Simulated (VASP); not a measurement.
# Sr (I4_1/amd) in VASP: single point with PBE

Aim: the single point of Sr with PBE.

All numbers are computed with VASP 6.6.1; they aren't measurements. Logs are shortened: lines on timing, memory, paths and dates and some standing lists are left out, and cuts for length are marked.

## 1. The cell of the first run

Symmetry: I4_1/amd, No. 141, tetragonal system. Conventional cell: a = 7.413 Å, b = 7.413 Å, c = 4.042 Å, α = 90.00°, β = 90.00°, γ = 90.00°. Sr (site symmetry -4m2) has 10 Sr at 3.84 to 4.79 Å within 5.0 Å.

## 2. Single point, PBE

POSCAR reads:

```
Sr
1.0
   -3.7063582770      3.7063582770      2.0208764669
    3.7063582770     -3.7063582770      2.0208764669
    3.7063582770      3.7063582770     -2.0208764669
Sr
2
Direct
    0.7500000000      0.2500000000      0.5000000000
    0.0000000000      0.0000000000      0.0000000000
```

INCAR.step1 reads:

```
SYSTEM = Sr
PREC = Accurate
ENCUT = 400
EDIFF = 1E-6
ISMEAR = 0
SIGMA = 0.1
LREAL = .FALSE.
LASPH = .TRUE.
NELM = 120
ALGO = Normal
ISIF = 2
LWAVE = .FALSE.
LCHARG = .TRUE.
GGA = PE
NELECT = 18.0
NBANDS = 17
GGA_COMPAT = .FALSE.
NEDOS = 2001
LORBIT = 11
```

KPOINTS.step1 reads:

```
Automatic mesh
0
G
  2 2 2
  0 0 0
```

INCAR.step2 reads:

```
SYSTEM = Sr
PREC = Accurate
ENCUT = 400
EDIFF = 1E-6
ISMEAR = 0
SIGMA = 0.1
LREAL = .FALSE.
LASPH = .TRUE.
NELM = 120
ALGO = Normal
ISIF = 2
LWAVE = .FALSE.
LCHARG = .FALSE.
GGA = PE
LORBIT = 10
NEDOS = 1001
ICHARG = 11
NELECT = 18.0
GGA_COMPAT = .FALSE.
```

KPOINTS.step2 reads:

```
Automatic mesh
0
G
  3 3 3
  0 0 0
```

Potentials or basis: VASP PAW PBE potentials, release 64 (Sr_sv).

The run is started by

```
$ cat potpaw_PBE.64/Sr_sv/POTCAR > POTCAR
$ cp INCAR.step1 INCAR
$ cp KPOINTS.step1 KPOINTS
$ mpirun -np 1 vasp_std > vasp.out
$ cp INCAR.step2 INCAR
$ cp KPOINTS.step2 KPOINTS
$ mpirun -np 1 vasp_std > vasp.out
```

OUTCAR:

```text
SYSTEM = Sr
   PREC = Accurate
   ENCUT = 400
   EDIFF = 1E-6
   ISMEAR = 0
   LREAL = .FALSE.
   LASPH = .TRUE.
   NELM = 120
   ISIF = 2
   GGA = PE
   LORBIT = 10
   ICHARG = 11
   NELECT = 18.0

 ion  position               nearest neighbor table
   1  0.750  0.250  0.500-   2 3.84   2 3.84   2 3.84   2 3.84   2 4.79   2 4.79   2 4.79   2 4.79

   2  0.000  0.000  0.000-   1 3.84   1 3.84   1 3.84   1 3.84   1 4.79   1 4.79   1 4.79   1 4.79

  LATTYP: Found a body centered tetragonal cell.
 ALAT       =     7.4127165540
 C/A-ratio  =     0.5452458494

  Lattice vectors:

 A1 = (  -3.7063582770,   3.7063582770,   2.0208764669)
 A2 = (   3.7063582770,  -3.7063582770,   2.0208764669)
 A3 = (   3.7063582770,   3.7063582770,  -2.0208764669)

Analysis of symmetry for initial positions (statically):
=====================================================================
 Subroutine PRICEL returns:
 Original cell was already a primitive cell.

 Routine SETGRP: Setting up the symmetry group for a
 body centered tetragonal supercell.

 Subroutine GETGRP returns: Found 16 space group operations
 (whereof  8 operations were pure point group operations)
 out of a pool of 16 trial point group operations.

The static configuration has the point symmetry D_2d.
 The point group associated with its full space group is D_4h.

Analysis of symmetry for dynamics (positions and initial velocities):
=====================================================================
 Subroutine PRICEL returns:
 Original cell was already a primitive cell.

 Routine SETGRP: Setting up the symmetry group for a
 body centered tetragonal supercell.

 Subroutine GETGRP returns: Found 16 space group operations
 (whereof  8 operations were pure point group operations)
 out of a pool of 16 trial point group operations.

The dynamic configuration has the point symmetry D_2d.
 The point group associated with its full space group is D_4h.

 Subroutine INISYM returns: Found 16 space group operations
 (whereof  8 operations are pure point group operations),
 and found     1 'primitive' translations

----------------------------------------------------------------------------------------

                                     Primitive cell

  volume of cell :     111.0439

  direct lattice vectors                    reciprocal lattice vectors
    -3.706358277  3.706358277  2.020876467     0.000000000  0.134903310  0.247417399
     3.706358277 -3.706358277  2.020876467     0.134903310  0.000000000  0.247417399
     3.706358277  3.706358277 -2.020876467     0.134903310  0.134903310  0.000000000

  length of vectors
     5.617661885  5.617661885  5.617661885     0.281805381  0.281805381  0.190782091

  position of ions in fractional coordinates (direct lattice)
     0.750000000  0.250000000  0.500000000
     0.000000000  0.000000000  0.000000000

  ion indices of the primitive-cell ions
   primitive index   ion index
                 1           1
                 2           2

----------------------------------------------------------------------------------------

 KPOINTS: Automatic mesh

Automatic generation of k-mesh.
 Grid dimensions read from file:
 generate k-points for:    3    3    3

 Generating k-lattice:

  Cartesian coordinates                     Fractional coordinates (reciprocal lattice)
     0.000000000  0.044967770  0.082472466     0.333333333  0.000000000 -0.000000000
     0.044967770  0.000000000  0.082472466     0.000000000  0.333333333 -0.000000000
     0.044967770  0.044967770  0.000000000     0.000000000  0.000000000  0.333333333

  Length of vectors
     0.093935127  0.093935127  0.063594030

  Shift w.r.t. Gamma in fractional coordinates (k-lattice)
     0.000000000  0.000000000  0.000000000

 Subroutine IBZKPT returns following result:
 ===========================================

 Found      6 irreducible k-points:

 Following reciprocal coordinates:
            Coordinates               Weight
  0.000000  0.000000  0.000000      1.000000
  0.333333  0.000000  0.000000      8.000000
  0.333333  0.333333  0.000000      8.000000
 -0.333333  0.333333  0.000000      4.000000
 -0.333333  0.333333  0.333333      4.000000
 -0.333333 -0.333333  0.333333      2.000000
   k-points           NKPTS =      6   k-points in BZ     NKDIM =      6   number of bands    NBANDS=     13
   number of dos      NEDOS =   1001   number of ions     NIONS =      2
   total plane-waves  NPLWV =  64000
   dimension x,y,z NGX =    40 NGY =   40 NGZ =   40
   dimension x,y,z NGXF=    80 NGYF=   80 NGZF=   80
   ions per type =               2
   NGX,Y,Z   is equivalent  to a cutoff of  11.84, 11.84, 11.84 a.u.
   NGXF,Y,Z  is equivalent  to a cutoff of  23.67, 23.67, 23.67 a.u.
 SYSTEM =  Sr
   PREC   = accura    normal or accurate (medium, high low for compatibility)
   ISTART =      0    job   : 0-new  1-cont  2-samecut
   ICHARG =     11    charge: 1-file 2-atom 10-const
   ISPIN  =      1    spin polarized calculation?
   LNONCOLLINEAR =      F non collinear calculations
   LSORBIT =      F    spin-orbit coupling
   LASPH  =      T    aspherical Exc in radial PAW
   ENCUT  =  400.0 eV  29.40 Ry    5.42 a.u.   9.16  9.16  9.16*2*pi/ulx,y,z
   NELM   =    120;   NELMIN=  2; NELMDL=  0     # of ELM steps
   EDIFF  = 0.1E-05   stopping-criterion for ELM
   LREAL  =      F    real-space projection
   EDIFFG = 0.1E-04   stopping-criterion for IOM
   NSW    =      0    number of steps for IOM
   IBRION =     -1    ionic relax: 0-MD 1-quasi-New 2-CG
   NFREE  =      0    steps in history (QN), initial steepest desc. (CG)
   ISIF   =      2    stress and relaxation
   ISYM   =      2    0-nonsym 1-usesym 2-fastsym
   POTIM  = 0.5000    time-step for ionic-motion
   TEBEG  =    0.0;   TEEND  =   0.0 temperature during run
   PSTRESS=    0.0 pullay stress
   NELECT =      18.0000    total number of electrons
   NUPDOWN=      -1.0000    fix difference up-down
   EMIN   =  10.00;   EMAX   =-10.00  energy-range for DOS
   EFERMI =   0.00;   METHOD = LEGACY
   ISMEAR =     0;   SIGMA  =   0.10  broadening in eV -4-tet -1-fermi 0-gaus
   EFERMI_NEDOS =   21; number of points for ismear=-14 and -15
   IALGO  =     38    algorithm
   IMIX   =      4    mixing-type and parameters
     AMIX     =   0.40;   BMIX     =  1.00
     AMIX_MAG =   1.60;   BMIX_MAG =  1.00
  volume/ion in A,a.u.               =      55.52       374.68
  Fermi-wavevector in a.u.,A,eV,Ry     =   0.892622  1.686811 10.840764  0.796774
  Thomas-Fermi vector in A             =   2.014594
   LORBIT       =     10    0 simple, 1 ext, 2 COOP (PROOUT), +10 PAW based schemes
   GGA     = PE    functional components
   LHFCALC =     F    Hartree Fock is set to
   AEXX    =    0.0000 exact exchange contribution
   IVDW    =     0    specifies the selected vdW correction
   LEPSILON=     F    determine dielectric tensor
   LRPA    =     F    only Hartree local field effects (RPA)
 non-spin polarized calculation
 Gauss-broadening in eV      SIGMA  =   0.10
  energy-cutoff  :      400.00
  volume of cell :      111.04
 maximum number of plane-waves:      2029
 NGX is ok and might be reduce to    40

 number of electron      18.0000001 magnetization

 Free energy of the ion-electron system (eV)
  ---------------------------------------------------
  ext. energy  EPLUGINS =         0.00000000
  ---------------------------------------------------
  free energy    TOTEN  =        -5.57513693 eV

  energy without entropy =       -5.53948920  energy(sigma->0) =       -5.55731307

 E-fermi :   1.5145     XC(G=0):  -6.4206

 val. band max:        1.5005051087   @ k =   0.3333   0.3333   0.0000
 cond. band min:       1.5834589495   @ k =   0.3333   0.3333   0.0000
 fundamental gap:      0.0829538407
 Fermi energy:         1.5144627161

 k-point     1 :       0.0000    0.0000    0.0000
  band No.  band energies     occupation
      1     -34.9516      2.00000
      2     -34.9148      2.00000
      3     -17.0444      2.00000
      4     -17.0444      2.00000
      5     -16.8191      2.00000
      6     -16.8191      2.00000
      7     -16.7829      2.00000
      8     -16.7791      2.00000
      9      -1.0575      2.00000
     10       1.9555      0.00000
     11       2.8609      0.00000
     12       3.1503      0.00000
     13       3.8034      0.00000

 k-point     2 :       0.3333    0.0000    0.0000
  band No.  band energies     occupation
      1     -34.9380      2.00000
      2     -34.9148      2.00000
      3     -17.0342      2.00000
      4     -16.9887      2.00000
      5     -16.9253      2.00000
      6     -16.8899      2.00000
      7     -16.8475      2.00000
      8     -16.8091      2.00000
      9       0.4705      2.00000
     10       2.3727      0.00000
     11       2.7556      0.00000
     12       3.4116      0.00000
     13       3.6907      0.00000

 k-point     3 :       0.3333    0.3333    0.0000
  band No.  band energies     occupation
      1     -34.9303      2.00000
      2     -34.9223      2.00000
      3     -17.0100      2.00000
      4     -16.9880      2.00000
      5     -16.9279      2.00000
      6     -16.8931      2.00000
      7     -16.8540      2.00000
      8     -16.8278      2.00000
      9       1.5005      1.15648
     10       1.5835      0.32919
     11       2.7101      0.00000
     12       2.8864      0.00000
     13       3.9182      0.00000

 k-point     4 :      -0.3333    0.3333    0.0000
  band No.  band energies     occupation
      1     -34.9424      2.00000
      2     -34.9240      2.00000
      3     -16.9950      2.00000
      4     -16.9941      2.00000
      5     -16.8890      2.00000
      6     -16.8817      2.00000
      7     -16.7741      2.00000
      8     -16.7694      2.00000
      9      -0.3041      2.00000
     10       1.4324      1.75394
     11       2.8956      0.00000
     12       3.3935      0.00000
     13       3.4694      0.00000

 k-point     5 :      -0.3333    0.3333    0.3333
  band No.  band energies     occupation
      1     -34.9377      2.00000
      2     -34.9285      2.00000
      3     -17.0712      2.00000
      4     -17.0190      2.00000
      5     -16.8663      2.00000
      6     -16.8007      2.00000
      7     -16.7793      2.00000
      8     -16.7732      2.00000
      9       0.3043      2.00000
     10       1.5917      0.27473
     11       2.2714      0.00000
     12       2.9617      0.00000
     13       3.7380      0.00000

 k-point     6 :      -0.3333   -0.3333    0.3333
  band No.  band energies     occupation
      1     -34.9343      2.00000
      2     -34.9183      2.00000
      3     -17.0487      2.00000
      4     -17.0487      2.00000
      5     -16.9170      2.00000
      6     -16.8902      2.00000
      7     -16.7987      2.00000
      8     -16.7987      2.00000
      9       2.2435      0.00000
     10       2.2435      0.00000
     11       2.3380      0.00000
     12       2.5797      0.00000
     13       2.6386      0.00000

------------------------ aborting loop because EDIFF is reached ----------------------------------------

  FORCE on cell =-STRESS in cart. coord.  units (eV):
  Direction    XX          YY          ZZ          XY          YZ          ZX
  --------------------------------------------------------------------------------------
  -------------------------------------------------------------------------------------
  Total       -7.2154717     -7.2154717     -6.0668935      0.0000000      0.0000000     -0.0000000
  in kB     -104.1071971   -104.1071971    -87.5351330      0.0000000      0.0000000     -0.0000000
  external PRESSURE =     -98.5831757 kB  Pullay stress =       0.0000000 kB

 VOLUME and BASIS-vectors are now :
 -----------------------------------------------------------------------------
  energy-cutoff  :      400.00
  volume of cell :      111.04
      direct lattice vectors                 reciprocal lattice vectors
    -3.706358277  3.706358277  2.020876467     0.000000000  0.134903310  0.247417399
     3.706358277 -3.706358277  2.020876467     0.134903310  0.000000000  0.247417399
     3.706358277  3.706358277 -2.020876467     0.134903310  0.134903310  0.000000000

 POSITION                                       TOTAL-FORCE (eV/Angst)
 -----------------------------------------------------------------------------------
     -0.00000      3.70636      1.01044         0.000000      0.000000      0.000000
      0.00000      0.00000      0.00000        -0.000000     -0.000000     -0.000000
 -----------------------------------------------------------------------------------
    total drift:                               -0.000000      0.000000     -0.000000

  FREE ENERGIE OF THE ION-ELECTRON SYSTEM (eV)
  ---------------------------------------------------
  free  energy   TOTEN  =        -5.5751369333 eV

  energy  without entropy=       -5.5394892039  energy(sigma->0) =       -5.55731307

 total charge

# of ion       s       p       d       tot
------------------------------------------
    1        2.034   5.685   0.039   7.757
    2        2.034   5.685   0.039   7.757
--------------------------------------------------
tot          4.067  11.370   0.077  15.515
```

Wall time 17 s (1 thread of AMD EPYC 7R43 (Zen 3), shared host); peak memory 0.18 GiB.

What came out:

| Quantity | Value |
| --- | --- |
| Valence electrons inside the program's atomic spheres | Sr 7.76 |

Levels at points of the mesh, in eV from the Fermi level:
```
           k point  band 7  band 8  band 9  band 10  band 11  band 12
(0.00, 0.00, 0.00)  -18.30  -18.29   -2.57     0.44     1.35     1.64
```

Caveat: the k points lie up to 0.89 Å⁻¹ apart; the cell carries a net charge on a neutralising background, which shifts energy and pressure; the cell is charged against a uniform background, so pressure and absolute levels hang on convention.
